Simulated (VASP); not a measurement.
A run of VASP 6.6.1:

File INCAR:

```
SYSTEM = Zn
  PREC = Accurate
  ENCUT = 520
  EDIFF = 1E-6
  ISMEAR = 0
  SIGMA = 0.1
  LREAL = .FALSE.
  LASPH = .TRUE.
  NELM = 80
  ALGO = Fast
  ISIF = 2
  LWAVE = .FALSE.
  LCHARG = .FALSE.
  GGA = PS
  NBANDS = 19
```

KPOINTS

```
regular mesh
0
G
  57 57 26
  0 0 0
```

The input POSCAR:

```
Zn
1.0
    2.5766209259      0.0000000000      0.0000000000
   -1.2883104630      2.2314191778      0.0000000000
    0.0000000000      0.0000000000      4.4651493313
Zn
2
Direct
    0.3333333333      0.6666666667      0.2500000000
    0.6666666667      0.3333333333      0.7500000000
```

Potentials or basis: VASP PAW PBE potentials, release 64 (Zn).

Run with:

```bash
$ cat potpaw_PBE.64/Zn/POTCAR > POTCAR
$ mpirun -np 1 vasp_std > vasp.out
```

Hardware: 1 thread of Oxide Virtual Turin-like Processor, on a shared host.

Q: Estimate the wall time of this run.

A: Wall time 29 min on 1 thread of Oxide Virtual Turin-like Processor, on a shared host, peak memory 1.5 GiB. Counts: scf iterations 14, k points 4200.
